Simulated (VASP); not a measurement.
# Hf2S (P6_3/mmc) in VASP: notebook, part 2 of 2

VASP 6.6.1.

## (5) Single point, PBEsol

This run uses another cell than the first one, of 18.85 Å³/atom.

File INCAR:

```
SYSTEM = Hf2S
ALGO     = Normal         ! electronic algorithm
EDIFF    = 1E-6           ! SCF threshold, eV
ENCUT    = 520            ! plane-wave cutoff, eV
GGA      = PS             ! functional
ISIF     = 2              ! what is computed and relaxed
ISMEAR   = 0              ! smearing method
LASPH    = .TRUE.         ! aspherical terms in the spheres
LCHARG   = .TRUE.         ! write CHGCAR
LELF     = .TRUE.         ! ELF
LREAL    = .FALSE.        ! projectors in reciprocal space
LVHAR    = .TRUE.       
LWAVE    = .FALSE.        ! write WAVECAR
NBANDS   = 35             ! bands
NELM     = 80             ! most SCF steps
PREC     = Accurate       ! precision mode
SIGMA    = 0.15           ! smearing width, eV
```

File KPOINTS:

```
k-points
0
G
  18 18 4
  0 0 0
```

File POSCAR:

```
Hf2S
1.0
    3.3465310252      0.0000000000      0.0000000000
   -1.6732655126      2.8981808824      0.0000000000
    0.0000000000      0.0000000000     11.6642358425
Hf S
4 2
Direct
    0.6666666667      0.3333333333      0.8986176343
    0.3333333333      0.6666666667      0.3986176343
    0.6666666667      0.3333333333      0.6013823657
    0.3333333333      0.6666666667      0.1013823657
    0.0000000000      0.0000000000      0.7500000000
    0.0000000000      0.0000000000      0.2500000000
```

Command:

```
> cat potpaw_PBE.64/Hf_pv/POTCAR potpaw_PBE.64/S/POTCAR > POTCAR
> mpirun -np 1 vasp_std > vasp.out
```

Run time: 11 min. Hardware: 1 thread of Intel Xeon 8259CL, shared host; peak memory 0.49 GiB.

The run converged. Its results:

```yaml
Free_energy: -57.4708 eV
Pressure: -0.4 GPa
Largest_force: 0.018 eV/Å
Band_gap_on_the_k_mesh: zero (bands 26 and 27 overlap by 1.04 eV)
```

Forces in eV/Å, atoms in the order of the input:
```
Hf   0.000  0.000  0.018
Hf   0.000  0.000  0.018
Hf   0.000  0.000 -0.018
Hf   0.000  0.000 -0.018
S    0.000  0.000  0.000
S    0.000  0.000  0.000
```

Stress tensor (GPa, compression positive):
```
-0.51  0.00  0.00
 0.00 -0.51  0.00
 0.00  0.00 -0.27
```

Levels at points of the mesh, in eV from the Fermi level:
| k point | band 23 | band 24 | band 25 | band 26 | band 27 | band 28 | band 29 | band 30 |
| --- | --- | --- | --- | --- | --- | --- | --- | --- |
| (0.00, 0.00, 0.00) | -1.52 | -0.14 | -0.04 | 0.48 | 0.48 | 0.57 | 0.57 | 0.84 |
| (0.50, 0.00, 0.00) | -1.75 | -1.31 | -1.19 | -0.71 | -0.55 | 0.90 | 1.00 | 2.65 |
| (0.00, 0.00, 0.50) | -1.16 | -1.16 | 0.41 | 0.41 | 0.41 | 0.41 | 1.42 | 1.42 |
| (0.50, 0.00, 0.50) | -1.76 | -1.76 | -0.96 | -0.96 | 0.30 | 0.30 | 1.47 | 1.47 |

Caveat: the PAW data sets were made with another functional, which shifts forces and pressure a little; spin-orbit coupling is left out, which moves the levels of the heavy elements.

## (6) Single point, PBEsol (16.59 Å³/atom)

This run uses another cell than the first one, of 16.59 Å³/atom.

File INCAR:

```
SYSTEM = Hf2S
PREC = Accurate
ENCUT = 520
EDIFF = 1E-7
ISMEAR = 0
SIGMA = 0.1
LREAL = .False.
LASPH = .True.
NELM = 60
ALGO = Normal
ISIF = 2
LWAVE = .False.
LCHARG = .False.
GGA = PS
NBANDS = 35
```

File KPOINTS:

```
Automatic mesh
0
Gamma
  12 12 4
  0 0 0
```

File POSCAR:

```
Hf2S
1.0
    3.1781187902      0.0000000000      0.0000000000
   -1.5890593951      2.7523316086      0.0000000000
    0.0000000000      0.0000000000     11.3812096522
Hf S
4 2
Direct
    0.6666666667      0.3333333333      0.8999861889
    0.3333333333      0.6666666667      0.3999861889
    0.6666666667      0.3333333333      0.6000138111
    0.3333333333      0.6666666667      0.1000138111
    0.0000000000      0.0000000000      0.7500000000
    0.0000000000      0.0000000000      0.2500000000
```

Potentials or basis: VASP PAW PBE potentials, release 64 (Hf_pv, S).

Command:

```
> cat potpaw_PBE.64/Hf_pv/POTCAR potpaw_PBE.64/S/POTCAR > POTCAR
> mpirun -np 1 vasp_std > vasp.out
```

It took 4.9 min on 1 thread of Intel Xeon 8259CL, shared host; peak memory 0.31 GiB.

The run converged. Its results:

```
Free energy            : -56.6111 eV
Pressure               : 22.6 GPa
Largest force          : 0.009 eV/Å
Band gap on the k mesh : zero (bands 26 and 27 overlap by 1.03 eV)
```

Forces on the atoms (eV/Å):
```
Hf   0.000  0.000 -0.009
Hf   0.000  0.000 -0.009
Hf   0.000  0.000  0.009
Hf   0.000  0.000  0.009
S    0.000  0.000  0.000
S    0.000  0.000  0.000
```

Stress tensor (GPa, compression positive):
```
22.50  0.00  0.00
 0.00 22.50  0.00
 0.00  0.00 22.77
```

Levels at points of the mesh, in eV from the Fermi level:
| k point | band 22 | band 23 | band 24 | band 25 | band 26 | band 27 | band 28 | band 29 | band 30 | band 31 |
| --- | --- | --- | --- | --- | --- | --- | --- | --- | --- | --- |
| (0.00, 0.00, 0.00) | -3.02 | -1.25 | -0.28 | -0.04 | 0.59 | 0.59 | 0.67 | 0.67 | 1.04 | 1.04 |
| (0.50, 0.00, 0.00) | -2.91 | -1.65 | -1.45 | -1.08 | -0.56 | -0.43 | 1.00 | 1.09 | 3.21 | 3.77 |
| (0.00, 0.00, 0.50) | -3.15 | -1.12 | -1.12 | 0.51 | 0.51 | 0.51 | 0.51 | 1.46 | 1.46 | 1.92 |
| (0.50, 0.00, 0.50) | -2.78 | -1.94 | -1.94 | -0.68 | -0.68 | 0.37 | 0.37 | 1.71 | 1.71 | 4.58 |

Caveat: the cell stands under pressure; the PAW data sets were made with another functional, which shifts forces and pressure a little; spin-orbit coupling is left out, which moves the levels of the heavy elements.

## (7) Summary

```tsv
task	cell	k mesh	cutoff (eV)	smearing	gap on the mesh (eV)	pressure (GPa)	largest force (eV/Å)
single point	a = 3.423, b = 3.423, c = 11.815 Å, angles 90.0, 90.0, 120.0°, 6 atoms, atomic positions A	12 × 12 × 4	520	gaussian 0.1 eV	none	-7.8	-
single point	a = 3.472, b = 3.472, c = 11.918 Å, angles 90.0, 90.0, 120.0°, 6 atoms, atomic positions A	12 × 12 × 4	520	gaussian 0.1 eV	none	-11.6	0.01
relaxation of shape and atoms at fixed volume	relaxed from a = 3.187, b = 3.187, c = 11.321 Å, angles 90.0, 90.0, 120.0°, 6 atoms, atomic positions B	12 × 12 × 4	600	gaussian 0.1 eV	none	22.6	-
single point	a = 3.347, b = 3.347, c = 11.664 Å, angles 90.0, 90.0, 120.0°, 6 atoms, atomic positions A	18 × 18 × 4	520	gaussian 0.15 eV	none	-0.4	0.02
single point	a = 3.178, b = 3.178, c = 11.381 Å, angles 90.0, 90.0, 120.0°, 6 atoms, atomic positions B	12 × 12 × 4	520	gaussian 0.1 eV	none	22.6	0.01
```

Alike in all rows: level PBEsol; potentials or basis VASP PAW PBE potentials, release 64 (Hf_pv, S); no spin polarisation.

Caveats: the PAW data sets were made with another functional, which shifts forces and pressure a little; spin-orbit coupling is left out, which moves the levels of the heavy elements; the cell stands under tension (at least some runs); the cell stands under pressure (at least some runs).

Total energies depend on the potentials used, so only differences within one code and one set of settings carry meaning.
